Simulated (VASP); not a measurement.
# BN (P6_3/mmc) in VASP: notebook, part 2 of 2

VASP 6.6.1.

### Step 3. Single point, PBE (11.09 Å³/atom)

This run uses another cell than the first one, of 11.09 Å³/atom.

File INCAR:

```
SYSTEM = BN
ALGO     = Normal         ! electronic algorithm
EDIFF    = 1E-6           ! SCF threshold, eV
ENCUT    = 520            ! plane-wave cutoff, eV
GGA      = PE             ! functional
ISIF     = 2              ! what is computed and relaxed
ISMEAR   = 0              ! smearing method
LASPH    = .True.         ! aspherical terms in the spheres
LCHARG   = .False.        ! write CHGCAR
LREAL    = .False.        ! projectors in reciprocal space
LWAVE    = .False.        ! write WAVECAR
NBANDS   = 16             ! bands
NELM     = 80             ! most SCF steps
PREC     = Accurate       ! precision mode
SIGMA    = 0.02           ! smearing width, eV
```

File KPOINTS:

```
k-points
0
Gamma
  12 12 4
  0 0 0
```

File POSCAR:

```
BN
1.0
    2.5117959391      0.0000000000      0.0000000000
   -1.2558979695      2.1752790924      0.0000000000
    0.0000000000      0.0000000000      8.1208489472
B N
2 2
Direct
    0.3333333333      0.6666666667      0.2500000000
    0.6666666667      0.3333333333      0.7500000000
    0.3333333333      0.6666666667      0.7500000000
    0.6666666667      0.3333333333      0.2500000000
```

Potentials or basis: VASP PAW PBE potentials, release 64 (B, N).

Run with:

```console
> cat potpaw_PBE.64/B/POTCAR potpaw_PBE.64/N/POTCAR > POTCAR
> mpirun -np 1 vasp_std > vasp.out
```

OUTCAR:

```text
SYSTEM = BN
   EDIFF = 1E-6
   ENCUT = 520
   GGA = PE
   ISIF = 2
   ISMEAR = 0
   LASPH = .True.
   LREAL = .False.
   NELM = 80
   PREC = Accurate

 ion  position               nearest neighbor table
   1  0.333  0.667  0.250-   4 1.45   4 1.45   4 1.45
   2  0.667  0.333  0.750-   3 1.45   3 1.45   3 1.45
   3  0.333  0.667  0.750-   2 1.45   2 1.45   2 1.45
   4  0.667  0.333  0.250-   1 1.45   1 1.45   1 1.45

  LATTYP: Found a hexagonal cell.
 ALAT       =     2.5117959391
 C/A-ratio  =     3.2330846709

  Lattice vectors:

 A1 = (   2.5117959391,   0.0000000000,   0.0000000000)
 A2 = (  -1.2558979695,   2.1752790924,   0.0000000000)
 A3 = (   0.0000000000,   0.0000000000,   8.1208489472)

Analysis of symmetry for initial positions (statically):
=====================================================================
 Subroutine PRICEL returns:
 Original cell was already a primitive cell.

 Routine SETGRP: Setting up the symmetry group for a
 hexagonal supercell.

 Subroutine GETGRP returns: Found 24 space group operations
 (whereof 12 operations were pure point group operations)
 out of a pool of 24 trial point group operations.

The static configuration has the point symmetry D_3d.
 The point group associated with its full space group is D_6h.

Analysis of symmetry for dynamics (positions and initial velocities):
=====================================================================
 Subroutine PRICEL returns:
 Original cell was already a primitive cell.

 Routine SETGRP: Setting up the symmetry group for a
 hexagonal supercell.

 Subroutine GETGRP returns: Found 24 space group operations
 (whereof 12 operations were pure point group operations)
 out of a pool of 24 trial point group operations.

The dynamic configuration has the point symmetry D_3d.
 The point group associated with its full space group is D_6h.

 Subroutine INISYM returns: Found 24 space group operations
 (whereof 12 operations are pure point group operations),
 and found     1 'primitive' translations

----------------------------------------------------------------------------------------

                                     Primitive cell

  volume of cell :      44.3712

  direct lattice vectors                    reciprocal lattice vectors
     2.511795939  0.000000000  0.000000000     0.398121513  0.229855563  0.000000000
    -1.255897970  2.175279092  0.000000000     0.000000000  0.459711126  0.000000000
     0.000000000  0.000000000  8.120848947     0.000000000  0.000000000  0.123139835

  length of vectors
     2.511795939  2.511795939  8.120848947     0.459711126  0.459711126  0.123139835

  position of ions in fractional coordinates (direct lattice)
     0.333333333  0.666666667  0.250000000
     0.666666667  0.333333333  0.750000000
     0.333333333  0.666666667  0.750000000
     0.666666667  0.333333333  0.250000000

  ion indices of the primitive-cell ions
   primitive index   ion index
                 1           1
                 2           2
                 3           3
                 4           4

----------------------------------------------------------------------------------------

 KPOINTS: k-points

[... 24 lines left out ...]
  0.000000  0.000000  0.000000      1.000000
  0.083333  0.000000  0.000000      6.000000
  0.166667  0.000000  0.000000      6.000000
  0.250000  0.000000  0.000000      6.000000
  0.333333  0.000000  0.000000      6.000000
  0.416667  0.000000  0.000000      6.000000
[... 16 lines left out ...]
  0.250000  0.000000  0.250000     12.000000
  0.333333  0.000000  0.250000     12.000000
 [... further k-points ...]
   k-points           NKPTS =     57   k-points in BZ     NKDIM =     57   number of bands    NBANDS=     16
   number of dos      NEDOS =    301   number of ions     NIONS =      4
   total plane-waves  NPLWV =  24000
   dimension x,y,z NGX =    20 NGY =   20 NGZ =   60
   dimension x,y,z NGXF=    40 NGYF=   40 NGZF=  120
   ions per type =               2   2
   NGX,Y,Z   is equivalent  to a cutoff of  13.24, 13.24, 12.28 a.u.
   NGXF,Y,Z  is equivalent  to a cutoff of  26.47, 26.47, 24.57 a.u.
 SYSTEM =  BN
   PREC   = accura    normal or accurate (medium, high low for compatibility)
   ISTART =      0    job   : 0-new  1-cont  2-samecut
   ICHARG =      2    charge: 1-file 2-atom 10-const
   ISPIN  =      1    spin polarized calculation?
   LNONCOLLINEAR =      F non collinear calculations
   LSORBIT =      F    spin-orbit coupling
   LASPH  =      T    aspherical Exc in radial PAW
   ENCUT  =  520.0 eV  38.22 Ry    6.18 a.u.   4.67  4.67 15.10*2*pi/ulx,y,z
   NELM   =     80;   NELMIN=  2; NELMDL= -5     # of ELM steps
   EDIFF  = 0.1E-05   stopping-criterion for ELM
   LREAL  =      F    real-space projection
   EDIFFG = 0.1E-04   stopping-criterion for IOM
   NSW    =      0    number of steps for IOM
   IBRION =     -1    ionic relax: 0-MD 1-quasi-New 2-CG
   NFREE  =      0    steps in history (QN), initial steepest desc. (CG)
   ISIF   =      2    stress and relaxation
   ISYM   =      2    0-nonsym 1-usesym 2-fastsym
   POTIM  = 0.5000    time-step for ionic-motion
   TEBEG  =    0.0;   TEEND  =   0.0 temperature during run
   PSTRESS=    0.0 pullay stress
   NELECT =      16.0000    total number of electrons
   NUPDOWN=      -1.0000    fix difference up-down
   EMIN   =  10.00;   EMAX   =-10.00  energy-range for DOS
   EFERMI =   0.00;   METHOD = LEGACY
   ISMEAR =     0;   SIGMA  =   0.02  broadening in eV -4-tet -1-fermi 0-gaus
   EFERMI_NEDOS =   21; number of points for ismear=-14 and -15
   IALGO  =     38    algorithm
   IMIX   =      4    mixing-type and parameters
     AMIX     =   0.40;   BMIX     =  1.00
     AMIX_MAG =   1.60;   BMIX_MAG =  1.00
  volume/ion in A,a.u.               =      11.09        74.86
  Fermi-wavevector in a.u.,A,eV,Ry     =   1.165238  2.201980 18.473707  1.357779
  Thomas-Fermi vector in A             =   2.301766
   LORBIT       =      0    0 simple, 1 ext, 2 COOP (PROOUT), +10 PAW based schemes
   GGA     = PE    functional components
   LHFCALC =     F    Hartree Fock is set to
   AEXX    =    0.0000 exact exchange contribution
   IVDW    =     0    specifies the selected vdW correction
   LEPSILON=     F    determine dielectric tensor
   LRPA    =     F    only Hartree local field effects (RPA)
 non-spin polarized calculation
 Gauss-broadening in eV      SIGMA  =   0.02
  energy-cutoff  :      520.00
  volume of cell :       44.37
 maximum number of plane-waves:      1216
 NGX is ok and might be reduce to    20
   NGX =  9   NGY =  9   NGZ = 31

 number of electron      16.0000000 magnetization

 Free energy of the ion-electron system (eV)
  ---------------------------------------------------
  ext. energy  EPLUGINS =         0.00000000
  ---------------------------------------------------
  free energy    TOTEN  =       -35.20653291 eV

  energy without entropy =      -35.20653291  energy(sigma->0) =      -35.20653291

 E-fermi :   0.9592     XC(G=0):  -8.7478

 val. band max:        0.7790323672   @ k =   0.3333   0.3333   0.5000
 cond. band min:       5.2353270889   @ k =   0.0000   0.0000   0.0000
 fundamental gap:      4.4562947217
 Fermi energy:         0.9592200697

 k-point     1 :       0.0000    0.0000    0.0000
  band No.  band energies     occupation
      1     -16.8594      2.00000
      2     -16.8066      2.00000
      3      -4.7638      2.00000
      4      -4.0515      2.00000
      5      -0.5698      2.00000
      6      -0.5698      2.00000
[... 433 lines left out ...]
      3      -6.0774      2.00000
      4      -6.0712      2.00000
      5      -2.7934      2.00000
      6      -2.7881      2.00000
[... 8 lines left out ...]
     15      16.2842      0.00000
     16      18.3753      0.00000

 [... further k-points ...]

------------------------ aborting loop because EDIFF is reached ----------------------------------------

  FORCE on cell =-STRESS in cart. coord.  units (eV):
  Direction    XX          YY          ZZ          XY          YZ          ZX
  --------------------------------------------------------------------------------------
  -------------------------------------------------------------------------------------
  Total        0.0732724      0.0732724      0.0008675      0.0000000      0.0000000      0.0000000
  in kB        2.6457590      2.6457590      0.0313259      0.0000000      0.0000000      0.0000000
  external PRESSURE =       1.7742813 kB  Pullay stress =       0.0000000 kB

 VOLUME and BASIS-vectors are now :
 -----------------------------------------------------------------------------
  energy-cutoff  :      520.00
  volume of cell :       44.37
      direct lattice vectors                 reciprocal lattice vectors
     2.511795939  0.000000000  0.000000000     0.398121513  0.229855563  0.000000000
    -1.255897970  2.175279092  0.000000000     0.000000000  0.459711126  0.000000000
     0.000000000  0.000000000  8.120848947     0.000000000  0.000000000  0.123139835

 POSITION                                       TOTAL-FORCE (eV/Angst)
 -----------------------------------------------------------------------------------
     -0.00000      1.45019      2.03021         0.000000     -0.000000      0.000000
      1.25590      0.72509      6.09064        -0.000000      0.000000      0.000000
     -0.00000      1.45019      6.09064         0.000000      0.000000      0.000000
      1.25590      0.72509      2.03021         0.000000     -0.000000      0.000000
 -----------------------------------------------------------------------------------
    total drift:                                0.000000     -0.000000      0.000000

  FREE ENERGIE OF THE ION-ELECTRON SYSTEM (eV)
  ---------------------------------------------------
  free  energy   TOTEN  =       -35.2065329083 eV

  energy  without entropy=      -35.2065329083  energy(sigma->0) =      -35.20653291
```

It took 49 s on 1 thread of Intel Xeon 8259CL, shared host; peak memory 0.17 GiB.

Results:

| Quantity | Value |
| --- | --- |
| Free energy | -35.2065 eV |
| Pressure | 0.2 GPa |
| Band gap on the k mesh | 4.46 eV (least direct gap 4.65 eV) |

Levels at points of the mesh, in eV from the valence-band top:
```csv
k point,band 6,band 7,band 8,band 9,band 10,band 11
"(0.00, 0.00, 0.00)",-1.35,-1.34,-1.34,4.46,8.03,10.39
"(0.50, 0.00, 0.00)",-4.11,-1.04,-0.76,4.55,5.05,9.42
"(0.00, 0.00, 0.50)",-1.35,-1.35,-1.35,5.85,5.85,11.52
"(0.50, 0.00, 0.50)",-4.12,-0.90,-0.90,4.76,4.76,9.71
```

Caveat: this functional lacks dispersion, which binds layers or chains, so the pressure and a relaxed spacing across them are unreliable.
